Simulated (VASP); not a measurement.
Write the native input for VASP 6.6.1 that does the following.

```
Task                   : relaxation of cell and atoms
Functional             : PBEsol
Potentials or basis    : VASP PAW PBE potentials, release 64 (Si, O)
Cutoff                 : 600 eV
k mesh                 : 6 × 6 × 4
Occupations            : fermi-dirac, width 0.02 eV
Spin                   : no spin polarisation
Dipole correction      : no
Further INCAR settings : ALGO = Normal; EDIFF = 1e-07; IBRION = 2; EDIFFG = -0.005; NSW = 80; ISIF = 3
```

The structure of SiO2 lies in POSCAR:

```
SiO2
1.0
    5.0993032694      0.0000000000      0.0000000000
   -2.5496516347      4.4161261729      0.0000000000
    0.0000000000      0.0000000000      8.6285677319
Si O
4 8
Direct
    0.6666666667      0.3333333333      0.9372041929
    0.6666666667      0.3333333333      0.5627958071
    0.3333333333      0.6666666667      0.0627958071
    0.3333333333      0.6666666667      0.4372041929
    0.0000000000      0.4173770298      0.0000000000
    0.4173770298      0.4173770298      0.5000000000
    0.5826229702      0.0000000000      0.5000000000
    0.5826229702      0.5826229702      0.0000000000
    0.0000000000      0.5826229702      0.5000000000
    0.6666666667      0.3333333333      0.7500000000
    0.3333333333      0.6666666667      0.2500000000
    0.4173770298      0.0000000000      0.0000000000
```

One way to write it, as run:

INCAR

```
PREC     = Accurate       # precision mode
ENCUT    = 600            # plane-wave cutoff, eV
EDIFF    = 1E-7           # SCF threshold, eV
ISMEAR   = -1             # smearing method
SIGMA    = 0.02           # smearing width, eV
LREAL    = False          # projectors in reciprocal space
LASPH    = True           # aspherical terms in the spheres
NELM     = 60             # most SCF steps
ALGO     = Normal         # electronic algorithm
ISIF     = 3              # what is computed and relaxed
LWAVE    = False          # write WAVECAR
LCHARG   = False          # write CHGCAR
GGA      = PS             # functional
IBRION   = 2              # ionic algorithm
NSW      = 80             # ionic steps
EDIFFG   = -0.005         # ionic threshold
```

KPOINTS

```
regular mesh
0
Gamma
  6 6 4
```

Potentials or basis: VASP PAW PBE potentials, release 64 (Si, O).

Command:

```bash
$ cat potpaw_PBE.64/Si/POTCAR potpaw_PBE.64/O/POTCAR > POTCAR
$ mpirun -np 1 vasp_std > vasp.out
```

Results of the run:

```json
{"Relaxed volume": "15.92 Å³/atom", "Relaxed cell": "a = 5.064 Å, b = 5.064 Å, c = 8.601 Å, α = 90.00°, β = 90.00°, γ = 120.00°", "Space group after relaxing (to 0.1 Å)": "P6_322 (No. 182)", "Energy gained by relaxing": "1.1 meV/atom", "Ionic steps": "18", "Pressure after relaxing": "0.0 GPa", "Largest force after relaxing": "0.003 eV/Å", "Band gap on the k mesh": "5.53 eV (least direct gap 5.59 eV)"}
```

Caveat: the PAW data sets were made with another functional, which shifts forces and pressure a little.

It took 26 min on 1 thread of Intel(R) Xeon(R) Platinum 8488C (Sapphire Rapids), on a shared host, peak memory 0.43 GiB.
